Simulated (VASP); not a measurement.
# Nb (P6/mmm) in VASP: further runs

The runs below take Nb through relaxation of cell and atoms, with LDA.

Everything below comes from runs of VASP 6.6.1. Logs are shortened: lines on timing, memory, paths and dates and some standing lists are left out, and cuts for length are marked.

### 1 The cell of the first run

The structure is hexagonal, space group P6/mmm (No. 191). Conventional cell: a = 2.801 Å, b = 2.801 Å, c = 2.671 Å, α = 90.00°, β = 90.00°, γ = 120.00°. Nb (site symmetry 6/mmm) has 8 Nb at 2.67 to 2.80 Å within 3.5 Å.

This isn't the form of Nb at room conditions, which is bcc.

### 2 Relaxation of cell and atoms, LDA, target pressure 1.1 GPa, at which the enthalpy is minimised

Contents of INCAR:

```
SYSTEM = Nb
  PREC = Accurate
  ENCUT = 600
  EDIFF = 1E-6
  ISMEAR = -1
  SIGMA = 0.05
  LREAL = .FALSE.
  LASPH = .TRUE.
  NELM = 100
  ALGO = Normal
  ISIF = 3
  LWAVE = .FALSE.
  LCHARG = .FALSE.
  IBRION = 2
  NSW = 32
  EDIFFG = -0.005
  PSTRESS = 11.0
```

Contents of KPOINTS:

```
regular mesh
0
G
  16 16 15
  0 0 0
```

Contents of POSCAR:

```
Nb
1.0
    2.8009076778      0.0000000000      0.0000000000
   -1.4004538389      2.4256572027      0.0000000000
    0.0000000000      0.0000000000      2.6709705792
Nb
1
Direct
    0.0000000000      0.0000000000      0.0000000000
```

Potentials or basis: VASP PAW LDA potentials, release 64 (Nb_sv).

The run is started by

```bash
> cat potpaw_LDA.64/Nb_sv/POTCAR > POTCAR
> mpirun -np 1 vasp_std > vasp.out
```

OUTCAR:

```text
SYSTEM = Nb
   PREC = Accurate
   ENCUT = 600
   EDIFF = 1E-6
   ISMEAR = -1
   LREAL = .FALSE.
   LASPH = .TRUE.
   NELM = 100
   ISIF = 3
   IBRION = 2
   NSW = 32
   EDIFFG = -0.005
   PSTRESS = 11.0

 ion  position               nearest neighbor table
   1  0.000  0.000  0.000-

  LATTYP: Found a hexagonal cell.
 ALAT       =     2.8009076778
 C/A-ratio  =     0.9536089320

  Lattice vectors:

 A1 = (   2.8009076778,   0.0000000000,   0.0000000000)
 A2 = (  -1.4004538389,   2.4256572027,   0.0000000000)
 A3 = (   0.0000000000,   0.0000000000,   2.6709705792)

Analysis of symmetry for initial positions (statically):
=====================================================================
 Subroutine PRICEL returns:
 Original cell was already a primitive cell.

 Routine SETGRP: Setting up the symmetry group for a
 hexagonal supercell.

 Subroutine GETGRP returns: Found 24 space group operations
 (whereof 24 operations were pure point group operations)
 out of a pool of 24 trial point group operations.

The static configuration has the point symmetry D_6h.

Analysis of symmetry for dynamics (positions and initial velocities):
=====================================================================
 Subroutine PRICEL returns:
 Original cell was already a primitive cell.

 Routine SETGRP: Setting up the symmetry group for a
 hexagonal supercell.

 Subroutine GETGRP returns: Found 24 space group operations
 (whereof 24 operations were pure point group operations)
 out of a pool of 24 trial point group operations.

The dynamic configuration has the point symmetry D_6h.

 Subroutine INISYM returns: Found 24 space group operations
 (whereof 24 operations are pure point group operations),
 and found     1 'primitive' translations

----------------------------------------------------------------------------------------

                                     Primitive cell

  volume of cell :      18.1467

  direct lattice vectors                    reciprocal lattice vectors
     2.800907678  0.000000000  0.000000000     0.357027119  0.206129704  0.000000000
    -1.400453839  2.425657203  0.000000000     0.000000000  0.412259407  0.000000000
     0.000000000  0.000000000  2.670970579     0.000000000  0.000000000  0.374395738

  length of vectors
     2.800907678  2.800907678  2.670970579     0.412259407  0.412259407  0.374395738

  position of ions in fractional coordinates (direct lattice)
     0.000000000  0.000000000  0.000000000

  ion indices of the primitive-cell ions
   primitive index   ion index
                 1           1

----------------------------------------------------------------------------------------

 KPOINTS: regular mesh

Automatic generation of k-mesh.
 Grid dimensions read from file:
 generate k-points for:   16   16   15

 Generating k-lattice:

  Cartesian coordinates                     Fractional coordinates (reciprocal lattice)
     0.022314195  0.012883106  0.000000000     0.062500000  0.000000000  0.000000000
     0.000000000  0.025766213  0.000000000     0.000000000  0.062500000  0.000000000
     0.000000000  0.000000000  0.024959716     0.000000000  0.000000000  0.066666667

  Length of vectors
     0.025766213  0.025766213  0.024959716

  Shift w.r.t. Gamma in fractional coordinates (k-lattice)
     0.000000000  0.000000000  0.000000000

 Subroutine IBZKPT returns following result:
 ===========================================

 Found    240 irreducible k-points:

 Following reciprocal coordinates:
            Coordinates               Weight
  0.000000  0.000000  0.000000      1.000000
  0.062500 -0.000000  0.000000      6.000000
  0.125000 -0.000000  0.000000      6.000000
  0.187500  0.000000  0.000000      6.000000
  0.250000 -0.000000  0.000000      6.000000
  0.312500  0.000000  0.000000      6.000000
[... 16 lines left out ...]
  0.187500  0.187500  0.000000      6.000000
  0.250000  0.187500  0.000000     12.000000
 [... further k-points ...]
   k-points           NKPTS =    240   k-points in BZ     NKDIM =    240   number of bands    NBANDS=     10
   number of dos      NEDOS =    301   number of ions     NIONS =      1
   total plane-waves  NPLWV =  13824
   dimension x,y,z NGX =    24 NGY =   24 NGZ =   24
   dimension x,y,z NGXF=    48 NGYF=   48 NGZF=   48
   ions per type =               1
   NGX,Y,Z   is equivalent  to a cutoff of  14.25, 14.25, 14.94 a.u.
   NGXF,Y,Z  is equivalent  to a cutoff of  28.49, 28.49, 29.88 a.u.
 SYSTEM =  Nb
   PREC   = accura    normal or accurate (medium, high low for compatibility)
   ISTART =      0    job   : 0-new  1-cont  2-samecut
   ICHARG =      2    charge: 1-file 2-atom 10-const
   ISPIN  =      1    spin polarized calculation?
   LNONCOLLINEAR =      F non collinear calculations
   LSORBIT =      F    spin-orbit coupling
   LASPH  =      T    aspherical Exc in radial PAW
   ENCUT  =  600.0 eV  44.10 Ry    6.64 a.u.   5.59  5.59  5.33*2*pi/ulx,y,z
   NELM   =    100;   NELMIN=  2; NELMDL= -5     # of ELM steps
   EDIFF  = 0.1E-05   stopping-criterion for ELM
   LREAL  =      F    real-space projection
   EDIFFG = -.5E-02   stopping-criterion for IOM
   NSW    =     32    number of steps for IOM
   IBRION =      2    ionic relax: 0-MD 1-quasi-New 2-CG
   NFREE  =      1    steps in history (QN), initial steepest desc. (CG)
   ISIF   =      3    stress and relaxation
   ISYM   =      2    0-nonsym 1-usesym 2-fastsym
   POTIM  = 0.5000    time-step for ionic-motion
   TEBEG  =    0.0;   TEEND  =   0.0 temperature during run
   PSTRESS=   11.0 pullay stress
   NELECT =      13.0000    total number of electrons
   NUPDOWN=      -1.0000    fix difference up-down
   EMIN   =  10.00;   EMAX   =-10.00  energy-range for DOS
   EFERMI =   0.00;   METHOD = LEGACY
   ISMEAR =    -1;   SIGMA  =   0.05  broadening in eV -4-tet -1-fermi 0-gaus
   EFERMI_NEDOS =   21; number of points for ismear=-14 and -15
   IALGO  =     38    algorithm
   IMIX   =      4    mixing-type and parameters
     AMIX     =   0.40;   BMIX     =  1.00
     AMIX_MAG =   1.60;   BMIX_MAG =  1.00
  volume/ion in A,a.u.               =      18.15       122.46
  Fermi-wavevector in a.u.,A,eV,Ry     =   1.464840  2.768146 29.194784  2.145756
  Thomas-Fermi vector in A             =   2.580768
   LORBIT       =      0    0 simple, 1 ext, 2 COOP (PROOUT), +10 PAW based schemes
   GGA     = CA    functional components
   LHFCALC =     F    Hartree Fock is set to
   AEXX    =    0.0000 exact exchange contribution
   IVDW    =     0    specifies the selected vdW correction
   LEPSILON=     F    determine dielectric tensor
   LRPA    =     F    only Hartree local field effects (RPA)
 conjugate gradient relaxation of ions
 non-spin polarized calculation
  energy-cutoff  :      600.00
  volume of cell :       18.15
 maximum number of plane-waves:       622
 NGX is ok and might be reduce to    24
   NGX = 11   NGY = 11   NGZ = 11

 number of electron      13.0000001 magnetization

 Free energy of the ion-electron system (eV)
  ---------------------------------------------------
  ext. energy  EPLUGINS =         0.00000000
  ---------------------------------------------------
  free energy    TOTEN  =       -10.60238578 eV

  energy without entropy =      -10.59204685  energy(sigma->0) =      -10.59721631

 E-fermi :  11.2615     XC(G=0): -12.6119

 val. band max:       11.2463538306   @ k =   0.1875   0.1875   0.4000
 cond. band min:      11.2733170384   @ k =   0.1250  -0.0000   0.2667
 fundamental gap:      0.0269632078
 Fermi energy:        11.2615452756

 k-point     1 :       0.0000    0.0000    0.0000
  band No.  band energies     occupation
      1     -43.2930      2.00000
      2     -18.6677      2.00000
      3     -18.5868      2.00000
      4     -18.5868      2.00000
      5       5.1043      2.00000
      6       7.9432      2.00000
      7      11.3740      0.19095
      8      11.3740      0.19095
      9      16.5829      0.00000
     10      16.5829      0.00000

 k-point     2 :       0.0625   -0.0000    0.0000
  band No.  band energies     occupation
      1     -43.2828      2.00000
      2     -18.6604      2.00000
      3     -18.6547      2.00000
      4     -18.6017      2.00000
      5       5.2569      2.00000
      6       8.0174      2.00000
      7      11.1998      1.54961
      8      11.5204      0.01122
      9      16.3690      0.00000
     10      16.5507      0.00000

 k-point     3 :       0.1250   -0.0000    0.0000
  band No.  band energies     occupation
      1     -43.2535      2.00000
      2     -18.8453      2.00000
      3     -18.6437      2.00000
      4     -18.6395      2.00000
      5       5.6829      2.00000
      6       8.2282      2.00000
      7      10.7794      1.99987
      8      11.9530      0.00000
      9      15.8227      0.00000
     10      16.4604      0.00000

 k-point     4 :       0.1875    0.0000    0.0000
  band No.  band energies     occupation
      1     -43.2094      2.00000
      2     -19.1233      2.00000
      3     -18.7060      2.00000
      4     -18.6082      2.00000
      5       6.2847      2.00000
      6       8.5037      2.00000
      7      10.3811      2.00000
      8      12.6503      0.00000
      9      15.1273      0.00000
     10      16.3285      0.00000
[... 222 lines left out ...]
 k-point    22 :       0.4375    0.1250    0.0000
  band No.  band energies     occupation
      1     -43.0064      2.00000
      2     -20.1517      2.00000
      3     -19.1278      2.00000
      4     -18.4659      2.00000
      5       7.7055      2.00000
      6       9.2646      2.00000
      7      12.1210      0.00000
      8      13.1205      0.00000
      9      15.3797      0.00000
     10      17.7306      0.00000

 k-point    23 :       0.1875    0.1875    0.0000
  band No.  band energies     occupation
      1     -43.0912      2.00000
      2     -19.6990      2.00000
      3     -19.0010      2.00000
      4     -18.5250      2.00000
      5       7.9354      2.00000
      6       9.3044      2.00000
      7       9.5311      2.00000
      8      13.9289      0.00000
      9      15.3751      0.00000
     10      15.6385      0.00000

 k-point    24 :       0.2500    0.1875    0.0000
  band No.  band energies     occupation
      1     -43.0491      2.00000
      2     -19.8671      2.00000
      3     -19.1327      2.00000
      4     -18.4956      2.00000
      5       8.4282      2.00000
      6       9.0648      2.00000
      7      10.1688      2.00000
      8      13.6275      0.00000
      9      15.3362      0.00000
     10      16.5544      0.00000

 [... further k-points ...]

------------------------ aborting loop because EDIFF is reached ----------------------------------------

  FORCE on cell =-STRESS in cart. coord.  units (eV):
  Direction    XX          YY          ZZ          XY          YZ          ZX
  --------------------------------------------------------------------------------------
  -------------------------------------------------------------------------------------
  Total        0.1197374      0.1197374      0.1236310      0.0000000     -0.0000000      0.0000000
  in kB       10.5716530     10.5716530     10.9154231      0.0000000     -0.0000000      0.0000000
  external PRESSURE =      -0.3137569 kB  Pullay stress =      11.0000000 kB

 VOLUME and BASIS-vectors are now :
 -----------------------------------------------------------------------------
  energy-cutoff  :      600.00
  volume of cell :       18.15
      direct lattice vectors                 reciprocal lattice vectors
     2.800907678  0.000000000  0.000000000     0.357027119  0.206129704  0.000000000
    -1.400453839  2.425657203  0.000000000     0.000000000  0.412259407  0.000000000
     0.000000000  0.000000000  2.670970579     0.000000000  0.000000000  0.374395738

 POSITION                                       TOTAL-FORCE (eV/Angst)
 -----------------------------------------------------------------------------------
      0.00000      0.00000      0.00000        -0.000000      0.000000      0.000000
 -----------------------------------------------------------------------------------
    total drift:                                0.000000      0.000000      0.000000

  FREE ENERGIE OF THE ION-ELECTRON SYSTEM (eV)
  ---------------------------------------------------
  free  energy   TOTEN  =       -10.6023857758 eV

  energy  without entropy=      -10.5920468457  energy(sigma->0) =      -10.59721631

  enthalpy is  TOTEN    =       -10.4777968542 eV   P V=        0.1245889216

 reached required accuracy - stopping structural energy minimisation
```

Run time: 46 s. Hardware: 1 thread of Intel Xeon 8259CL, shared host; peak memory 0.14 GiB.

Results:

| Item | Value |
| --- | --- |
| Free energy | -10.6024 eV |
| Pressure after relaxing | 1.1 GPa |
| Band gap on the k mesh | zero (an odd number of electrons rules out a gap without spin polarisation) |

Final structure:
```xyz
1
Lattice="2.8009 0.0000 0.0000 -1.4005 2.4257 0.0000 0.0000 0.0000 2.6710" Properties=species:S:1:pos:R:3 pbc="T T T"
Nb    0.0000    0.0000    0.0000
```

Levels at points of the mesh, in eV from the Fermi level:
```csv
k point,band 4,band 5,band 6,band 7,band 8,band 9
"(0.00, 0.00, 0.00)",-29.85,-6.16,-3.32,0.11,0.11,5.32
"(0.50, 0.00, 0.00)",-29.73,-4.16,-2.07,1.53,1.71,4.54
```

Caveat: the cell is relaxed towards a set pressure, so the run minimises the enthalpy, not the energy.

### 3 Relaxation of cell and atoms, LDA, target pressure 1.1 GPa, at which the enthalpy is minimised

This run uses another cell than the first one, of 18.32 Å³/atom.

Contents of INCAR:

```
  PREC = Accurate
  ENCUT = 600
  EDIFF = 1E-7
  ISMEAR = -1
  SIGMA = 0.05
  LREAL = False
  LASPH = True
  NELM = 80
  ALGO = Normal
  ISIF = 3
  LWAVE = False
  LCHARG = False
  GGA = CA
  IBRION = 2
  NSW = 60
  EDIFFG = -0.005
  PSTRESS = 11.0
```

Contents of KPOINTS:

```
regular mesh
0
Gamma
  16 16 15
```

Contents of POSCAR:

```
Nb
1.0
    2.8234595599      0.0000000000      0.0000000000
   -1.4117297799      2.4451877054      0.0000000000
    0.0000000000      0.0000000000      2.6540519863
Nb
1
Direct
    0.0000000000      0.0000000000      0.0000000000
```

Potentials or basis: VASP PAW LDA potentials, release 64 (Nb_sv).

The run is started by

```bash
> cat potpaw_LDA.64/Nb_sv/POTCAR > POTCAR
> mpirun -np 1 vasp_std > vasp.out
```

OUTCAR:

```text
PREC = Accurate
   ENCUT = 600
   EDIFF = 1E-7
   ISMEAR = -1
   LREAL = False
   LASPH = True
   NELM = 80
   ISIF = 3
   GGA = CA
   IBRION = 2
   NSW = 60
   EDIFFG = -0.005
   PSTRESS = 11.0

 ion  position               nearest neighbor table
   1  0.000  0.000  0.000-

  LATTYP: Found a hexagonal cell.
 ALAT       =     2.8234595599
 C/A-ratio  =     0.9400000000

  Lattice vectors:

 A1 = (   2.8234595599,   0.0000000000,   0.0000000000)
 A2 = (  -1.4117297799,   2.4451877054,   0.0000000000)
 A3 = (   0.0000000000,   0.0000000000,   2.6540519863)

Analysis of symmetry for initial positions (statically):
=====================================================================
 Subroutine PRICEL returns:
 Original cell was already a primitive cell.

 Routine SETGRP: Setting up the symmetry group for a
 hexagonal supercell.

 Subroutine GETGRP returns: Found 24 space group operations
 (whereof 24 operations were pure point group operations)
 out of a pool of 24 trial point group operations.

The static configuration has the point symmetry D_6h.

[... 167 lines left out ...]
  Total       -0.2686791     -0.2686791      0.2984450     -0.0000000     -0.0000000      0.0000000
  in kB      -23.4931473    -23.4931473     26.0958641     -0.0000000     -0.0000000      0.0000000
  external PRESSURE =     -17.9634769 kB  Pullay stress =      11.0000000 kB
[... 172 lines left out ...]
--------------------------------------- Ionic step        6  -------------------------------------------

 number of electron      13.0000001 magnetization

 Free energy of the ion-electron system (eV)
  ---------------------------------------------------
  ext. energy  EPLUGINS =         0.00000000
  ---------------------------------------------------
  free energy    TOTEN  =       -10.60243240 eV

  energy without entropy =      -10.59209669  energy(sigma->0) =      -10.59726454

 E-fermi :  11.2665     XC(G=0): -12.6137

 val. band max:       11.2513567410   @ k =   0.1875   0.1875   0.4000
 cond. band min:      11.2777816941   @ k =   0.1250   0.0000   0.2667
 fundamental gap:      0.0264249531
 Fermi energy:        11.2665278714

 k-point     1 :       0.0000    0.0000    0.0000
  band No.  band energies     occupation
      1     -43.2883      2.00000
      2     -18.6627      2.00000
      3     -18.5808      2.00000
      4     -18.5808      2.00000
      5       5.1086      2.00000
      6       7.9466      2.00000
      7      11.3789      0.19130
      8      11.3789      0.19130
      9      16.5896      0.00000
     10      16.5896      0.00000
[... 287 lines left out ...]
 k-point    24 :       0.2500    0.1875    0.0000
  band No.  band energies     occupation
      1     -43.0439      2.00000
      2     -19.8629      2.00000
      3     -19.1274      2.00000
      4     -18.4903      2.00000
      5       8.4331      2.00000
      6       9.0690      2.00000
      7      10.1744      2.00000
      8      13.6313      0.00000
      9      15.3416      0.00000
     10      16.5622      0.00000

 [... further k-points ...]

------------------------ aborting loop because EDIFF is reached ----------------------------------------

  FORCE on cell =-STRESS in cart. coord.  units (eV):
  Direction    XX          YY          ZZ          XY          YZ          ZX
  --------------------------------------------------------------------------------------
  -------------------------------------------------------------------------------------
  Total        0.1269342      0.1269342      0.1237584      0.0000000      0.0000000     -0.0000000
  in kB       11.2109331     11.2109331     10.9304353      0.0000000      0.0000000     -0.0000000
  external PRESSURE =       0.1174338 kB  Pullay stress =      11.0000000 kB
[... 20 lines left out ...]
  energy  without entropy=      -10.5920966857  energy(sigma->0) =      -10.59726454

  enthalpy is  TOTEN    =       -10.4778864083 eV   P V=        0.1245459883

 reached required accuracy - stopping structural energy minimisation
```

It took 3.4 min on 1 thread of Intel Xeon 8259CL, shared host; peak memory 0.15 GiB.

What came out:

```yaml
Free_energy: -10.6024 eV
Relaxed_volume: 18.14 Å³/atom
Relaxed_cell: a = 2.800 Å, b = 2.800 Å, c = 2.671 Å, α = 90.00°, β = 90.00°, γ = 120.00°
Space_group_after_relaxing_to_0.1_Å: P6/mmm (No. 191)
Energy_change_on_relaxing_the_run_minimises_the_enthalpy: -2.4 meV/atom
Ionic_steps: 6
Pressure_after_relaxing: 1.1 GPa
Band_gap_on_the_k_mesh: zero (an odd number of electrons rules out a gap without spin polarisation)
```

Step by step:
| step | energy change (eV) | largest force (eV/Å) | pressure (GPa) | volume (Å³) |
| --- | --- | --- | --- | --- |
| 1 | 0.0000 | 0.0000 | -0.70 | 18.32 |
| 2 | 0.0064 | 0.0000 | 4.78 | 17.78 |
| 3 | -0.0019 | 0.0000 | 1.53 | 18.09 |
| 4 | -0.0019 | 0.0000 | 1.58 | 18.08 |
| 5 | -0.0027 | 0.0000 | 0.69 | 18.19 |
| 6 | -0.0024 | 0.0000 | 1.11 | 18.14 |

Final structure:
```cif
data_structure
_symmetry_space_group_name_H-M 'P 1'
_symmetry_Int_Tables_number 1
_cell_length_a 2.8004
_cell_length_b 2.8004
_cell_length_c 2.6709
_cell_angle_alpha 90.000
_cell_angle_beta 90.000
_cell_angle_gamma 120.000
_cell_volume 18.14
loop_
_atom_site_label
_atom_site_type_symbol
_atom_site_fract_x
_atom_site_fract_y
_atom_site_fract_z
_atom_site_occupancy
Nb1 Nb 0.00000 0.00000 0.00000 1
```

Caveat: the cell is relaxed towards a set pressure, so the run minimises the enthalpy, not the energy.

The gap in the log of VASP goes by the Fermi energy; the results here count the filled bands.